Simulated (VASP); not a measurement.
Input of a VASP 6.6.1 run:

The input INCAR:

```
SYSTEM = SiO2
PREC = Accurate
ENCUT = 520
EDIFF = 1E-7
ISMEAR = 0
SIGMA = 0.02
LREAL = .FALSE.
LASPH = .TRUE.
NELM = 100
ALGO = Normal
ISIF = 2
LWAVE = .FALSE.
LCHARG = .TRUE.
GGA = PE
LELF = .TRUE.
LVHAR = .TRUE.
NBANDS = 15
```

KPOINTS

```
Automatic mesh
0
G
  10 10 10
  0 0 0
```

The input POSCAR:

```
SiO2
1.0
   -1.2620479699      2.5801812928      2.6511375657
    1.2620479699     -2.5801812928      2.6511375657
    1.2620479699      2.5801812928     -2.6511375657
Si O
1 2
Direct
    0.5000000000      0.5000000000      0.0000000000
    0.2843967501      0.7843967501      0.5000000000
    0.7156032499      0.2156032499      0.5000000000
```

Potentials or basis: VASP PAW PBE potentials, release 64 (Si, O).

Run with:

```bash
$ cat potpaw_PBE.64/Si/POTCAR potpaw_PBE.64/O/POTCAR > POTCAR
$ mpirun -np 1 vasp_std > vasp.out
```

(1) What does it give for the pressure?

(2) Estimate the band gap on the k mesh.

## Answers

(1) 0.5 GPa.

(2) 3.00 eV, indirect (least direct gap 3.60 eV).
